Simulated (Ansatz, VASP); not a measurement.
# One calculation of Sn, two programs

```
CELL_PARAMETERS angstrom
0.00000 3.23475 3.23475
3.23475 0.00000 3.23475
3.23475 3.23475 0.00000
ATOMIC_POSITIONS crystal
Sn 0.50000 0.50000 0.50000
Sn 0.75000 0.75000 0.75000
```

Change from the starting cell: volume scaled by 0.99.

Alike in both runs: task single point; functional LDA; k mesh 9 × 9 × 9; occupations fermi-dirac, width 0.03 eV; no spin polarisation.

```csv
,VASP,Ansatz
version,VASP 6.6.1,Ansatz 0.2.0
potentials or method,"VASP PAW LDA potentials, release 64 (Sn_d), cutoff 520 eV","all-electron LAPW, scalar-relativistic"
```

|  | VASP | Ansatz | Ansatz less VASP |
| --- | --- | --- | --- |
| pressure (GPa) | 0.1 | 0.1 | +0.01 |

LDA's correlation is that of Perdew and Zunger in VASP and of Perdew and Wang (1992) in Ansatz. Ansatz ran all-electron here, and VASP with PAW potentials.
